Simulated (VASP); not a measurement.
# Mo2Pt (P6_3/mmc) in VASP: notebook

Runs on Mo2Pt. Level: PBE. Tasks: single point.

Everything below comes from runs of VASP 6.6.1. Logs are shortened: lines on timing, memory, paths and dates and some standing lists are left out, and cuts for length are marked.

## 1. The cell of the first run

It takes space group P6_3/mmc (No. 194, hexagonal). The conventional cell has a = 4.743 Å, b = 4.743 Å, c = 5.457 Å, α = 90.00°, β = 90.00°, γ = 120.00°. Within 3.0 Å of Mo (site symmetry 3m) lie 4 Mo at 2.27 to 2.78 Å and 3 Pt at 2.75 Å. Pt (site symmetry -3m) has 2 Pt at 2.73 Å and 6 Mo at 2.75 Å within 3.6 Å.

## 2. Single point, PBE

File INCAR:

```
SYSTEM = Mo2Pt
PREC = Accurate ; ENCUT = 520
EDIFF = 1E-6 ; ISMEAR = 0
SIGMA = 0.1 ; LREAL = .False.
LASPH = .True. ; NELM = 60
ALGO = Normal ; ISIF = 2
LWAVE = .False. ; LCHARG = .False.
GGA = PE ; NBANDS = 47
```

File KPOINTS:

```
regular mesh
0
Gamma
  6 6 2
  0 0 0
```

File POSCAR:

```
Mo2Pt
1.0
    4.7432792686     -0.0000000031      0.0000000000
   -2.3716396316      4.1078003454      0.0000000000
    0.0000000000      0.0000000000      5.4572362048
Mo Pt
4 2
Direct
    0.3333333333      0.6666666667      0.0423037085
    0.3333333333      0.6666666667      0.4576962915
    0.6666666667      0.3333333333      0.9576962915
    0.6666666667      0.3333333333      0.5423037085
    0.0000000000      0.0000000000      0.0000000000
    0.0000000000      0.0000000000      0.5000000000
```

Potentials or basis: VASP PAW PBE potentials, release 64 (Mo_sv, Pt).

The run is started by

```
> cat potpaw_PBE.64/Mo_sv/POTCAR potpaw_PBE.64/Pt/POTCAR > POTCAR
> mpirun -np 1 vasp_std > vasp.out
```

OUTCAR:

```text
SYSTEM = Mo2Pt
   PREC = Accurate
   ENCUT = 520
   EDIFF = 1E-6
   ISMEAR = 0
   LREAL = .False.
   LASPH = .True.
   NELM = 60
   ISIF = 2
   GGA = PE

 ion  position               nearest neighbor table
   1  0.333  0.667  0.042-   2 2.27   5 2.75   5 2.75   5 2.75   3 2.78   3 2.78   3 2.78   2 3.19

   2  0.333  0.667  0.458-   1 2.27   6 2.75   6 2.75   6 2.75   4 2.78   4 2.78   4 2.78   1 3.19

   3  0.667  0.333  0.958-   4 2.27   5 2.75   5 2.75   5 2.75   1 2.78   1 2.78   1 2.78   4 3.19

   4  0.667  0.333  0.542-   3 2.27   6 2.75   6 2.75   6 2.75   2 2.78   2 2.78   2 2.78   3 3.19

   5  0.000  0.000  0.000-   6 2.73   6 2.73   1 2.75   3 2.75   1 2.75   3 2.75   3 2.75   1 2.75

   6  0.000  0.000  0.500-   5 2.73   5 2.73   2 2.75   4 2.75   2 2.75   4 2.75   4 2.75   2 2.75

  LATTYP: Found a hexagonal cell.
 ALAT       =     4.7432792686
 C/A-ratio  =     1.1505196923

  Lattice vectors:

 A1 = (   4.7432792686,  -0.0000000031,   0.0000000000)
 A2 = (  -2.3716396316,   4.1078003454,   0.0000000000)
 A3 = (   0.0000000000,   0.0000000000,   5.4572362048)

Analysis of symmetry for initial positions (statically):
=====================================================================
 Subroutine PRICEL returns:
 Original cell was already a primitive cell.

 Routine SETGRP: Setting up the symmetry group for a
 hexagonal supercell.

 Subroutine GETGRP returns: Found 24 space group operations
 (whereof 12 operations were pure point group operations)
 out of a pool of 24 trial point group operations.

The static configuration has the point symmetry D_3d.
 The point group associated with its full space group is D_6h.

Analysis of symmetry for dynamics (positions and initial velocities):
=====================================================================
 Subroutine PRICEL returns:
 Original cell was already a primitive cell.

 Routine SETGRP: Setting up the symmetry group for a
 hexagonal supercell.

 Subroutine GETGRP returns: Found 24 space group operations
 (whereof 12 operations were pure point group operations)
 out of a pool of 24 trial point group operations.

The dynamic configuration has the point symmetry D_3d.
 The point group associated with its full space group is D_6h.

 Subroutine INISYM returns: Found 24 space group operations
 (whereof 12 operations are pure point group operations),
 and found     1 'primitive' translations

----------------------------------------------------------------------------------------

                                     Primitive cell

  volume of cell :     106.3312

  direct lattice vectors                    reciprocal lattice vectors
     4.743279269 -0.000000003  0.000000000     0.210824610  0.121719645  0.000000000
    -2.371639632  4.107800345  0.000000000     0.000000000  0.243439290  0.000000000
     0.000000000  0.000000000  5.457236205     0.000000000  0.000000000  0.183242939

  length of vectors
     4.743279269  4.743279269  5.457236205     0.243439290  0.243439290  0.183242939

  position of ions in fractional coordinates (direct lattice)
     0.333333333  0.666666667  0.042303709
     0.333333333  0.666666667  0.457696291
     0.666666667  0.333333333  0.957696291
     0.666666667  0.333333333  0.542303709
     0.000000000  0.000000000  0.000000000
     0.000000000  0.000000000  0.500000000

  ion indices of the primitive-cell ions
   primitive index   ion index
                 1           1
                 2           2
                 3           3
                 4           4
                 5           5
                 6           6

----------------------------------------------------------------------------------------

 KPOINTS: regular mesh

Automatic generation of k-mesh.
 Grid dimensions read from file:
 generate k-points for:    6    6    2

 Generating k-lattice:

  Cartesian coordinates                     Fractional coordinates (reciprocal lattice)
     0.035137435  0.020286607  0.000000000     0.166666667  0.000000000  0.000000000
     0.000000000  0.040573215  0.000000000     0.000000000  0.166666667  0.000000000
     0.000000000  0.000000000  0.091621469     0.000000000  0.000000000  0.500000000

  Length of vectors
     0.040573215  0.040573215  0.091621469

  Shift w.r.t. Gamma in fractional coordinates (k-lattice)
     0.000000000  0.000000000  0.000000000

 Subroutine IBZKPT returns following result:
 ===========================================

 Found     14 irreducible k-points:

 Following reciprocal coordinates:
            Coordinates               Weight
  0.000000  0.000000  0.000000      1.000000
  0.166667  0.000000  0.000000      6.000000
  0.333333  0.000000  0.000000      6.000000
  0.500000 -0.000000  0.000000      3.000000
  0.166667  0.166667  0.000000      6.000000
  0.333333  0.166667  0.000000     12.000000
  0.333333  0.333333  0.000000      2.000000
  0.000000  0.000000  0.500000      1.000000
  0.166667  0.000000  0.500000      6.000000
  0.333333  0.000000  0.500000      6.000000
  0.500000 -0.000000  0.500000      3.000000
  0.166667  0.166667  0.500000      6.000000
  0.333333  0.166667  0.500000     12.000000
  0.333333  0.333333  0.500000      2.000000
   k-points           NKPTS =     14   k-points in BZ     NKDIM =     14   number of bands    NBANDS=     47
   number of dos      NEDOS =    301   number of ions     NIONS =      6
   total plane-waves  NPLWV =  54432
   dimension x,y,z NGX =    36 NGY =   36 NGZ =   42
   dimension x,y,z NGXF=    72 NGYF=   72 NGZF=   84
   ions per type =               4   2
   NGX,Y,Z   is equivalent  to a cutoff of  12.62, 12.62, 12.79 a.u.
   NGXF,Y,Z  is equivalent  to a cutoff of  25.24, 25.24, 25.59 a.u.
 SYSTEM =  Mo2Pt
   PREC   = accura    normal or accurate (medium, high low for compatibility)
   ISTART =      0    job   : 0-new  1-cont  2-samecut
   ICHARG =      2    charge: 1-file 2-atom 10-const
   ISPIN  =      1    spin polarized calculation?
   LNONCOLLINEAR =      F non collinear calculations
   LSORBIT =      F    spin-orbit coupling
   LASPH  =      T    aspherical Exc in radial PAW
   ENCUT  =  520.0 eV  38.22 Ry    6.18 a.u.   8.82  8.82 10.15*2*pi/ulx,y,z
   NELM   =     60;   NELMIN=  2; NELMDL= -5     # of ELM steps
   EDIFF  = 0.1E-05   stopping-criterion for ELM
   LREAL  =      F    real-space projection
   EDIFFG = 0.1E-04   stopping-criterion for IOM
   NSW    =      0    number of steps for IOM
   IBRION =     -1    ionic relax: 0-MD 1-quasi-New 2-CG
   NFREE  =      0    steps in history (QN), initial steepest desc. (CG)
   ISIF   =      2    stress and relaxation
   ISYM   =      2    0-nonsym 1-usesym 2-fastsym
   POTIM  = 0.5000    time-step for ionic-motion
   TEBEG  =    0.0;   TEEND  =   0.0 temperature during run
   PSTRESS=    0.0 pullay stress
   NELECT =      76.0000    total number of electrons
   NUPDOWN=      -1.0000    fix difference up-down
   EMIN   =  10.00;   EMAX   =-10.00  energy-range for DOS
   EFERMI =   0.00;   METHOD = LEGACY
   ISMEAR =     0;   SIGMA  =   0.10  broadening in eV -4-tet -1-fermi 0-gaus
   EFERMI_NEDOS =   21; number of points for ismear=-14 and -15
   IALGO  =     38    algorithm
   IMIX   =      4    mixing-type and parameters
     AMIX     =   0.40;   BMIX     =  1.00
     AMIX_MAG =   1.60;   BMIX_MAG =  1.00
  volume/ion in A,a.u.               =      17.72       119.59
  Fermi-wavevector in a.u.,A,eV,Ry     =   1.463724  2.766037 29.150306  2.142487
  Thomas-Fermi vector in A             =   2.579785
   LORBIT       =      0    0 simple, 1 ext, 2 COOP (PROOUT), +10 PAW based schemes
   GGA     = PE    functional components
   LHFCALC =     F    Hartree Fock is set to
   AEXX    =    0.0000 exact exchange contribution
   IVDW    =     0    specifies the selected vdW correction
   LEPSILON=     F    determine dielectric tensor
   LRPA    =     F    only Hartree local field effects (RPA)
 non-spin polarized calculation
 Gauss-broadening in eV      SIGMA  =   0.10
  energy-cutoff  :      520.00
  volume of cell :      106.33
 maximum number of plane-waves:      2898
 NGX is ok and might be reduce to    36
   NGX = 17   NGY = 17   NGZ = 21

 number of electron      76.0000004 magnetization

 Free energy of the ion-electron system (eV)
  ---------------------------------------------------
  ext. energy  EPLUGINS =         0.00000000
  ---------------------------------------------------
  free energy    TOTEN  =       -51.68683478 eV

  energy without entropy =      -51.64297860  energy(sigma->0) =      -51.66490669

 E-fermi :   9.8089     XC(G=0): -12.4735

 val. band max:        9.8030490386   @ k =   0.1667   0.1667   0.0000
 cond. band min:       9.8103670473   @ k =   0.1667   0.1667   0.5000
 fundamental gap:      0.0073180087
 Fermi energy:         9.8089367688

 k-point     1 :       0.0000    0.0000    0.0000
  band No.  band energies     occupation
      1     -50.7835      2.00000
      2     -50.6433      2.00000
      3     -50.3964      2.00000
      4     -50.2568      2.00000
      5     -25.7403      2.00000
      6     -25.6310      2.00000
[... 39 lines left out ...]
     46      13.7530      0.00000
     47      13.7530      0.00000

 k-point     2 :       0.1667    0.0000    0.0000
  band No.  band energies     occupation
      1     -50.7751      2.00000
      2     -50.6517      2.00000
      3     -50.3881      2.00000
      4     -50.2652      2.00000
      5     -25.7363      2.00000
      6     -25.6390      2.00000
[... 39 lines left out ...]
     46      13.5092      0.00000
     47      13.7474      0.00000

 k-point     3 :       0.3333    0.0000    0.0000
  band No.  band energies     occupation
      1     -50.7536      2.00000
      2     -50.6732      2.00000
      3     -50.3667      2.00000
      4     -50.2866      2.00000
      5     -25.7240      2.00000
      6     -25.6588      2.00000
[... 539 lines left out ...]
     46      12.2999      0.00000
     47      12.7559      0.00000

 k-point    14 :       0.3333    0.3333    0.5000
  band No.  band energies     occupation
      1     -50.7057      2.00000
      2     -50.7057      2.00000
      3     -50.3351      2.00000
      4     -50.3351      2.00000
      5     -25.5964      2.00000
      6     -25.5964      2.00000
[... 39 lines left out ...]
     46      11.7182      0.00000
     47      12.5426      0.00000

------------------------ aborting loop because EDIFF is reached ----------------------------------------

  FORCE on cell =-STRESS in cart. coord.  units (eV):
  Direction    XX          YY          ZZ          XY          YZ          ZX
  --------------------------------------------------------------------------------------
  -------------------------------------------------------------------------------------
  Total       -0.0156069     -0.0156069      0.9337621     -0.0000000      0.0000000      0.0000000
  in kB       -0.2351611     -0.2351611     14.0697386     -0.0000000      0.0000000      0.0000000
  external PRESSURE =       4.5331388 kB  Pullay stress =       0.0000000 kB

 VOLUME and BASIS-vectors are now :
 -----------------------------------------------------------------------------
  energy-cutoff  :      520.00
  volume of cell :      106.33
      direct lattice vectors                 reciprocal lattice vectors
     4.743279269 -0.000000003  0.000000000     0.210824610  0.121719645  0.000000000
    -2.371639632  4.107800345  0.000000000     0.000000000  0.243439290  0.000000000
     0.000000000  0.000000000  5.457236205     0.000000000  0.000000000  0.183242939

 POSITION                                       TOTAL-FORCE (eV/Angst)
 -----------------------------------------------------------------------------------
      0.00000      2.73853      0.23086         0.000000      0.000000     -0.177043
      0.00000      2.73853      2.49776         0.000000     -0.000000      0.177043
      2.37164      1.36927      5.22637        -0.000000      0.000000      0.177043
      2.37164      1.36927      2.95948        -0.000000     -0.000000     -0.177043
      0.00000      0.00000      0.00000        -0.000000     -0.000000      0.000000
      0.00000      0.00000      2.72862        -0.000000     -0.000000      0.000000
 -----------------------------------------------------------------------------------
    total drift:                               -0.000000      0.000000      0.000000

  FREE ENERGIE OF THE ION-ELECTRON SYSTEM (eV)
  ---------------------------------------------------
  free  energy   TOTEN  =       -51.6868347757 eV

  energy  without entropy=      -51.6429786031  energy(sigma->0) =      -51.66490669
```

It took 69 s on 1 thread of Intel Xeon Platinum 8488C (Sapphire Rapids), shared host; peak memory 0.24 GiB.

What came out:

```
Free energy            : -51.6868 eV
Pressure               : 0.5 GPa
Largest force          : 0.177 eV/Å
Band gap on the k mesh : zero (band 38 reaches 10.55 eV, above the bottom of band 39 at 9.59 eV)
```

Forces in eV/Å, atoms in the order of the input:
```
Mo   0.000  0.000 -0.177
Mo   0.000  0.000  0.177
Mo   0.000  0.000  0.177
Mo   0.000  0.000 -0.177
Pt   0.000  0.000  0.000
Pt   0.000  0.000  0.000
```

Stress tensor (GPa, compression positive):
```
-0.02  0.00  0.00
 0.00 -0.02  0.00
 0.00  0.00  1.41
```

Levels at points of the mesh, in eV from the Fermi level:
| k point | band 36 | band 37 | band 38 | band 39 | band 40 | band 41 |
| --- | --- | --- | --- | --- | --- | --- |
| (0.00, 0.00, 0.00) | -0.44 | -0.44 | 0.13 | 0.13 | 0.26 | 0.26 |
| (0.50, 0.00, 0.00) | -0.73 | -0.43 | 0.57 | 1.01 | 1.10 | 1.84 |
| (0.00, 0.00, 0.50) | -0.45 | -0.45 | -0.45 | -0.22 | -0.22 | -0.22 |
| (0.50, 0.00, 0.50) | -0.64 | -0.39 | -0.39 | 0.55 | 0.55 | 1.39 |

Caveat: the k points lie up to 0.58 Å⁻¹ apart; spin-orbit coupling is left out, which moves the levels of the heavy elements.

## 3. Single point, PBE

This run uses another cell than the first one, of 21.05 Å³/atom, 1.188 times its volume.

File INCAR:

```
PREC = Accurate ; ENCUT = 520
EDIFF = 1E-7 ; ISMEAR = 0
SIGMA = 0.1 ; LREAL = F
LASPH = T ; NELM = 60
ALGO = Normal ; ISIF = 2
LWAVE = F ; LCHARG = F
GGA = PE ; NBANDS = 47
```

File KPOINTS:

```
Automatic mesh
0
Gamma
  6 6 2
```

File POSCAR:

```
Mo2Pt
1.0
    4.3981877500      0.0000000000      0.0000000000
   -2.1990938700      3.8089423200      0.0000000000
    0.0000000000      0.0000000000      7.5408764100
Mo Pt
4 2
Direct
    0.3333333300      0.6666666700      0.0756957400
    0.3333333300      0.6666666700      0.4243042600
    0.6666666700      0.3333333300      0.9243042600
    0.6666666700      0.3333333300      0.5756957400
    0.0000000000      0.0000000000      0.0000000000
    0.0000000000      0.0000000000      0.5000000000
```

Potentials or basis: VASP PAW PBE potentials, release 64 (Mo_sv, Pt).

The run is started by

```
> cat potpaw_PBE.64/Mo_sv/POTCAR potpaw_PBE.64/Pt/POTCAR > POTCAR
> mpirun -np 1 vasp_std > vasp.out
```

OUTCAR:

```text
PREC = Accurate
   ENCUT = 520
   EDIFF = 1E-7
   ISMEAR = 0
   LREAL = F
   LASPH = T
   NELM = 60
   ISIF = 2
   GGA = PE

 ion  position               nearest neighbor table
   1  0.333  0.667  0.076-   5 2.60   5 2.60   5 2.60   2 2.63   3 2.78   3 2.78   3 2.78
   2  0.333  0.667  0.424-   6 2.60   6 2.60   6 2.60   1 2.63   4 2.78   4 2.78   4 2.78
   3  0.667  0.333  0.924-   5 2.60   5 2.60   5 2.60   4 2.63   1 2.78   1 2.78   1 2.78
   4  0.667  0.333  0.576-   6 2.60   6 2.60   6 2.60   3 2.63   2 2.78   2 2.78   2 2.78
   5  0.000  0.000  0.000-   1 2.60   3 2.60   1 2.60   3 2.60   3 2.60   1 2.60
   6  0.000  0.000  0.500-   2 2.60   4 2.60   2 2.60   4 2.60   4 2.60   2 2.60

  LATTYP: Found a hexagonal cell.
[... 896 lines left out ...]
  Total        1.8979847      1.8979847     -3.8298971      0.0000000      0.0000000      0.0000000
  in kB       24.0715089     24.0715089    -48.5733104      0.0000000      0.0000000      0.0000000
  external PRESSURE =      -0.1434309 kB  Pullay stress =       0.0000000 kB

 VOLUME and BASIS-vectors are now :
 -----------------------------------------------------------------------------
  energy-cutoff  :      520.00
  volume of cell :      126.33
      direct lattice vectors                 reciprocal lattice vectors
     4.398187750  0.000000000  0.000000000     0.227366374  0.131270037  0.000000000
    -2.199093870  3.808942320  0.000000000     0.000000000  0.262540074  0.000000000
     0.000000000  0.000000000  7.540876410     0.000000000  0.000000000  0.132610581

 POSITION                                       TOTAL-FORCE (eV/Angst)
 -----------------------------------------------------------------------------------
     -0.00000      2.53929      0.57081        -0.000000      0.000000      0.721022
     -0.00000      2.53929      3.19963        -0.000000      0.000000     -0.721022
      2.19909      1.26965      6.97006         0.000000     -0.000000     -0.721022
      2.19909      1.26965      4.34125         0.000000      0.000000      0.721022
      0.00000      0.00000      0.00000         0.000000      0.000000      0.000000
      0.00000      0.00000      3.77044        -0.000000      0.000000      0.000000
 -----------------------------------------------------------------------------------
    total drift:                                0.000000     -0.000000     -0.000000

  FREE ENERGIE OF THE ION-ELECTRON SYSTEM (eV)
  ---------------------------------------------------
  free  energy   TOTEN  =       -49.9407451035 eV

  energy  without entropy=      -49.9153476031  energy(sigma->0) =      -49.92804635
```

stdout:

```text
POSCAR found type information on POSCAR MoPt
 POSCAR found :  2 types and       6 ions
 scaLAPACK will be used
 LDA part: xc-table for (Slater+PW92), standard interpolation
 POSCAR, INCAR and KPOINTS ok, starting setup
 FFT: planning ... GRIDC
 FFT: planning ... GRID_SOFT
 FFT: planning ... GRID
 WAVECAR not read
 entering main loop
```

It took 85 s on 1 thread of Intel Xeon Platinum 8488C (Sapphire Rapids), shared host; peak memory 0.28 GiB.

Results:

| Property | Result |
| --- | --- |
| Free energy | -49.9407 eV |
| Pressure | 0.0 GPa |
| Largest force | 0.721 eV/Å |
| Band gap on the k mesh | zero (band 38 reaches 8.16 eV, above the bottom of band 39 at 7.52 eV) |

Forces in eV/Å, atoms in the order of the input:
```
Mo   0.000  0.000  0.721
Mo   0.000  0.000 -0.721
Mo   0.000  0.000 -0.721
Mo   0.000  0.000  0.721
Pt   0.000  0.000  0.000
Pt   0.000  0.000  0.000
```

Caveat: the k points lie up to 0.42 Å⁻¹ apart; spin-orbit coupling is left out, which moves the levels of the heavy elements.

(Part 1 of 2 ends here.)
